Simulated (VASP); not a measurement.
A run of VASP 6.6.1 is set up as follows.

File INCAR:

```
SYSTEM = KBr
PREC = Accurate
ENCUT = 500
EDIFF = 1E-7
ISMEAR = 0
SIGMA = 0.15
LREAL = .FALSE.
LASPH = .TRUE.
NELM = 120
ALGO = Normal
ISIF = 3
LWAVE = .FALSE.
LCHARG = .FALSE.
GGA = PE
IBRION = 2
NSW = 36
EDIFFG = -0.08
GGA_COMPAT = .FALSE.
NELMIN = 4
```

The input KPOINTS:

```
Automatic mesh
0
G
  3 3 3
  0 0 0
```

Contents of POSCAR:

```
KBr
1.0
    4.2111348300      0.0000000000      0.0000000000
    0.0000000000      4.2111348300      0.0000000000
    0.0000000000      0.0000000000      4.6980236500
K Br
1 1
Direct
    0.0000000000      0.0000000000      0.0000000000
    0.5000000000      0.5000000000      0.5000000000
```

Potentials or basis: VASP PAW PBE potentials, release 64 (K_sv, Br).

The run is started by

```console
$ cat potpaw_PBE.64/K_sv/POTCAR potpaw_PBE.64/Br/POTCAR > POTCAR
$ mpirun -np 1 vasp_std > vasp.out
```

Q: Predict the space group after relaxing (to 0.05 Å).

A: Pm-3m (No. 221).

Q: Predict the band gap on the k mesh.

A: 3.87 eV, indirect (least direct gap 4.02 eV).

Q: Estimate the relaxed cell.

A: a = 4.076 Å, b = 4.076 Å, c = 4.083 Å, α = 90.00°, β = 90.00°, γ = 90.00°.

Final structure:
```cif
data_structure
_symmetry_space_group_name_H-M 'P 1'
_symmetry_Int_Tables_number 1
_cell_length_a 4.0761
_cell_length_b 4.0761
_cell_length_c 4.0827
_cell_angle_alpha 90.000
_cell_angle_beta 90.000
_cell_angle_gamma 90.000
_cell_volume 67.83
loop_
_atom_site_label
_atom_site_type_symbol
_atom_site_fract_x
_atom_site_fract_y
_atom_site_fract_z
_atom_site_occupancy
K1 K 0.00000 0.00000 0.00000 1
Br1 Br 0.50000 0.50000 0.50000 1
```

Caveat: the k points lie up to 0.51 Å⁻¹ apart in the final cell. A k mesh can miss the band edges.
